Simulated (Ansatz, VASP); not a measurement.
## SnPb2S3: VASP beside Ansatz

```
Sn Pb S
1.0
     4.21275    0.00000    0.00000
    -2.10637    3.64835    0.00000
     0.00000    0.00000   10.32266
Sn Pb S
1 2 3
Direct
  0.00000 0.00000 0.00000
  0.66667 0.33333 0.33047
  0.33333 0.66667 0.66953
  0.33333 0.66667 0.15980
  0.00000 0.00000 0.50000
  0.66667 0.33333 0.84020
```

Alike in both runs: functional PBE; k mesh 12 × 12 × 4; occupations gaussian, width 0.01 eV; no spin polarisation.

Ansatz relaxed the structure, and its values are those at the end. VASP's run is a single point on that final structure, the one shown.

|  | VASP | Ansatz |
| --- | --- | --- |
| version | VASP 6.6.1 | Ansatz 0.2.0 |
| potentials or method | VASP PAW PBE potentials, release 64 (Sn_d, Pb_d, S), cutoff 520 eV | scalar-relativistic, plane waves, PAW |
| valence electrons in the cell | 60 | 60 |

|  | VASP | Ansatz | Ansatz less VASP |
| --- | --- | --- | --- |
| gap on the k mesh at the Fermi level (eV) | 0.15 | 0.14 | -0.004 |
| least direct gap on the mesh (eV) | 0.15 | 0.14 | -0.004 |
| pressure (GPa) | -0.1 | 0.0 | +0.07 |

Neither program's run includes spin-orbit coupling.
